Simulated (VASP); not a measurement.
# AlNi (Pm-3m) in VASP: a series of runs, part 2 of 2

VASP 6.6.1. The steps go on from the part before.

## Step 4: Single point, PBEsol (strain +0.040 along x and y, +0.040 along z)

The input, INCAR:

```
ALGO     = Fast           # electronic algorithm
EDIFF    = 1E-6           # SCF threshold, eV
ENCUT    = 520            # plane-wave cutoff, eV
GGA      = PS             # functional
ISIF     = 2              # what is computed and relaxed
ISMEAR   = 0              # smearing method
LASPH    = T              # aspherical terms in the spheres
LCHARG   = F              # write CHGCAR
LREAL    = F              # projectors in reciprocal space
LWAVE    = F              # write WAVECAR
NBANDS   = 14             # bands
NELM     = 60             # most SCF steps
PREC     = Accurate       # precision mode
SIGMA    = 0.15           # smearing width, eV
```

The input, KPOINTS:

```
k-points
0
Gamma
  16 16 16
```

The input, POSCAR:

```
AlNi
1.0
    2.9962400000      0.0000000000      0.0000000000
    0.0000000000      2.9962400000      0.0000000000
    0.0000000000      0.0000000000      2.9962400000
Al Ni
1 1
Direct
    0.0000000000      0.0000000000      0.0000000000
    0.5000000000      0.5000000000      0.5000000000
```

Potentials or basis: VASP PAW PBE potentials, release 64 (Al, Ni).

Run with:

```sh
> cat potpaw_PBE.64/Al/POTCAR potpaw_PBE.64/Ni/POTCAR > POTCAR
> mpirun -np 1 vasp_std > vasp.out
```

OUTCAR:

```text
EDIFF = 1E-6
   ENCUT = 520
   GGA = PS
   ISIF = 2
   ISMEAR = 0
   LASPH = T
   LREAL = F
   NELM = 60
   PREC = Accurate

 ion  position               nearest neighbor table
   1  0.000  0.000  0.000-   2 2.59   2 2.59   2 2.59   2 2.59   2 2.59   2 2.59   2 2.59   2 2.59

   2  0.500  0.500  0.500-   1 2.59   1 2.59   1 2.59   1 2.59   1 2.59   1 2.59   1 2.59   1 2.59

  LATTYP: Found a simple cubic cell.
 ALAT       =     2.9962400000

  Lattice vectors:

 A1 = (   2.9962400000,   0.0000000000,   0.0000000000)
 A2 = (   0.0000000000,   2.9962400000,   0.0000000000)
 A3 = (   0.0000000000,   0.0000000000,   2.9962400000)

Analysis of symmetry for initial positions (statically):
=====================================================================
 Subroutine PRICEL returns:
 Original cell was already a primitive cell.

 Routine SETGRP: Setting up the symmetry group for a
 simple cubic supercell.

 Subroutine GETGRP returns: Found 48 space group operations
 (whereof 48 operations were pure point group operations)
 out of a pool of 48 trial point group operations.

The static configuration has the point symmetry O_h .

[... 177 lines left out ...]
      7      13.4548      0.00000
      8      13.4548      0.00000
      9      13.4548      0.00000
     10      16.2065      0.00000
     11      16.2065      0.00000
     12      20.1628      0.00000
     13      28.0059      0.00000
     14      28.0059      0.00000
[... 377 lines left out ...]
      1       2.1474      2.00000
      2       2.5429      2.00000
      3       6.1590      2.00000
      4       6.4521      2.00000
      5       6.5352      2.00000
      6       7.1066      2.00000
      7       7.8490      2.00000
      8      14.9332      0.00000
      9      15.8164      0.00000
     10      18.2526      0.00000
     11      18.3377      0.00000
     12      18.8330      0.00000
     13      22.5621      0.00000
     14      23.0074      0.00000

 [... further k-points ...]

------------------------ aborting loop because EDIFF is reached ----------------------------------------

  FORCE on cell =-STRESS in cart. coord.  units (eV):
  Direction    XX          YY          ZZ          XY          YZ          ZX
  --------------------------------------------------------------------------------------
  -------------------------------------------------------------------------------------
  Total       -2.9803656     -2.9803656     -2.9803656     -0.0000000     -0.0000000      0.0000000
  in kB     -177.5212432   -177.5212432   -177.5212432     -0.0000000     -0.0000000      0.0000000
  external PRESSURE =    -177.5212432 kB  Pullay stress =       0.0000000 kB

 VOLUME and BASIS-vectors are now :
 -----------------------------------------------------------------------------
  energy-cutoff  :      520.00
  volume of cell :       26.90
      direct lattice vectors                 reciprocal lattice vectors
     2.996240000  0.000000000  0.000000000     0.333751635  0.000000000  0.000000000
     0.000000000  2.996240000  0.000000000     0.000000000  0.333751635  0.000000000
     0.000000000  0.000000000  2.996240000     0.000000000  0.000000000  0.333751635

 POSITION                                       TOTAL-FORCE (eV/Angst)
 -----------------------------------------------------------------------------------
      0.00000      0.00000      0.00000         0.000000      0.000000      0.000000
      1.49812      1.49812      1.49812         0.000000      0.000000      0.000000
 -----------------------------------------------------------------------------------
    total drift:                                0.000000      0.000000     -0.000000

  FREE ENERGIE OF THE ION-ELECTRON SYSTEM (eV)
  ---------------------------------------------------
  free  energy   TOTEN  =       -11.3802997761 eV

  energy  without entropy=      -11.3705862344  energy(sigma->0) =      -11.37544301
```

It took 70 s on 1 thread of Intel Xeon 8259CL, shared host; peak memory 0.18 GiB.

Results:

```
Free energy            : -11.3803 eV
Pressure               : -17.8 GPa
Band gap on the k mesh : zero (an odd number of electrons rules out a gap without spin polarisation)
```

Levels at points of the mesh, in eV from the Fermi level:
| k point | band 3 | band 4 | band 5 | band 6 | band 7 | band 8 | band 9 | band 10 | band 11 | band 12 |
| --- | --- | --- | --- | --- | --- | --- | --- | --- | --- | --- |
| (0.00, 0.00, 0.00) | -2.72 | -1.32 | -1.32 | -1.32 | 5.02 | 5.02 | 5.02 | 7.77 | 7.77 | 11.72 |
| (0.50, 0.00, 0.00) | -2.33 | -1.93 | -1.93 | -1.25 | -0.59 | 8.13 | 9.42 | 9.42 | 9.79 | 9.79 |
| (0.50, 0.50, 0.00) | -2.57 | -2.57 | -1.76 | -1.76 | -0.88 | 1.26 | 1.96 | 11.03 | 14.22 | 14.22 |
| (0.50, 0.50, 0.50) | -3.55 | -0.85 | -0.85 | 2.07 | 2.07 | 2.07 | 2.73 | 3.98 | 3.98 | 3.98 |

Caveat: the cell differs from its parent crystal (strain +0.040 along x and y, +0.040 along z); the cell stands under tension; the PAW data sets were made with another functional, which shifts forces and pressure a little. Spin polarisation is off, so any magnetic state and its effect on volume and gap are missing.

## Step 5: The runs side by side

| cell | gap on the mesh (eV) | pressure (GPa) |
| --- | --- | --- |
| a = 2.651 Å, 2 atoms | none | 65.4 |
| a = 2.766 Å, 2 atoms | none | 22.4 |
| a = 2.996 Å, 2 atoms | none | -17.8 |

Alike in all rows: task single point; level PBEsol; potentials or basis VASP PAW PBE potentials, release 64 (Al, Ni); no spin polarisation; k mesh 16 × 16 × 16; cutoff (eV) 520; smearing gaussian 0.15 eV.

Caveats: the PAW data sets were made with another functional, which shifts forces and pressure a little; the cell stands under pressure (at least some runs); the cell stands under tension (at least some runs).

Absolute energies hang on the potentials; compare differences alone.
